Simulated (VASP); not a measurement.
A run of VASP 6.6.1:

Contents of POSCAR:

```
GaP
1.0
    0.0000000000      2.7069591804      2.7069591804
    2.7069591804      0.0000000000      2.7069591804
    2.7069591804      2.7069591804      0.0000000000
Ga P
1 1
Direct
    0.0000000000      0.0000000000      0.0000000000
    0.2500000000      0.2500000000      0.2500000000
```

Contents of INCAR.step1:

```
PREC = Accurate
ENCUT = 520
ISMEAR = 0
SIGMA = 0.01
LREAL = F
LASPH = T
NELM = 60
NBANDS = 16
GGA = PE
ALGO = Normal
EDIFF = 1E-4
LWAVE = T
LCHARG = F
```

File INCAR.step2:

```
PREC = Accurate
ENCUT = 520
EDIFF = 1E-6
ISMEAR = 0
SIGMA = 0.01
LREAL = F
LASPH = T
NELM = 60
ALGO = Normal
ISIF = 2
LWAVE = F
LCHARG = T
METAGGA = R2SCAN
LMIXTAU = T
LELF = T
LVHAR = T
NBANDS = 16
ISTART = 1
```

Contents of KPOINTS:

```
Automatic mesh
0
Gamma
  6 6 6
```

Potentials or basis: VASP PAW PBE potentials, release 64 (Ga_d, P).

Launch:

```console
$ cat potpaw_PBE.64/Ga_d/POTCAR potpaw_PBE.64/P/POTCAR > POTCAR
$ cp INCAR.step1 INCAR
$ mpirun -np 1 vasp_std > vasp.out
$ cp INCAR.step2 INCAR
$ mpirun -np 1 vasp_std > vasp.out
```

Hardware: 1 thread of Intel(R) Xeon(R) Platinum 8375C CPU @ 2.90GHz (Ice Lake), on a shared host.

Question: Estimate the wall time of this run.

Answer: It took 31 s on 1 thread of Intel(R) Xeon(R) Platinum 8375C CPU @ 2.90GHz (Ice Lake) (shared host), peak memory 0.16 GiB. Counts: k points 16.
